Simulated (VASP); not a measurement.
Wanted: the native input for a VASP 6.6.1 run.

* Task: single point
* Functional: r2SCAN
* Potentials or basis: VASP PAW PBE potentials, release 64 (Cd, Au)
* Cutoff: 520 eV
* k mesh: 10 × 10 × 10
* Occupations: fermi-dirac, width 0.05 eV
* Spin: no spin polarisation
* Dipole correction: no
* Further INCAR settings: ALGO = Normal; EDIFF = 1e-06; NBANDS = 18

CdAu:

```
Cd Au
1.0
     3.35146    0.00000    0.00000
     0.00000    3.35146    0.00000
     0.00000    0.00000    3.35146
Cd Au
1 1
Direct
  0.00000 0.00000 0.00000
  0.50000 0.50000 0.50000
```

These files were run (other wordings do the same):

POSCAR

```
CdAu
1.0
    3.3514591551      0.0000000000      0.0000000000
    0.0000000000      3.3514591551      0.0000000000
    0.0000000000      0.0000000000      3.3514591551
Cd Au
1 1
Direct
    0.0000000000      0.0000000000      0.0000000000
    0.5000000000      0.5000000000      0.5000000000
```

INCAR.step1

```
  ALGO = Normal
  EDIFF = 1E-4
  ENCUT = 520
  GGA = PE
  ISMEAR = -1
  LASPH = True
  LCHARG = False
  LREAL = False
  LWAVE = True
  NBANDS = 18
  NELM = 100
  PREC = Accurate
  SIGMA = 0.05
```

INCAR.step2

```
  ALGO = Normal
  EDIFF = 1E-6
  ENCUT = 520
  ISIF = 2
  ISMEAR = -1
  ISTART = 1
  LASPH = True
  LCHARG = False
  LMIXTAU = True
  LREAL = False
  LWAVE = False
  METAGGA = R2SCAN
  NBANDS = 18
  NELM = 100
  PREC = Accurate
  SIGMA = 0.05
```

KPOINTS

```
k-points
0
Gamma
  10 10 10
```

Potentials or basis: VASP PAW PBE potentials, release 64 (Cd, Au).

Command:

```sh
$ cat potpaw_PBE.64/Cd/POTCAR potpaw_PBE.64/Au/POTCAR > POTCAR
$ cp INCAR.step1 INCAR
$ mpirun -np 1 vasp_std > vasp.out
$ cp INCAR.step2 INCAR
$ mpirun -np 1 vasp_std > vasp.out
```

It gave:

```json
{"Pressure": "0.6 GPa"}
```

Caveat: the PAW data sets were made with another functional, which shifts forces and pressure a little.

Wall time 93 s on 1 thread of Intel(R) Xeon(R) Platinum 8488C (Sapphire Rapids), on a shared host, peak memory 0.19 GiB.
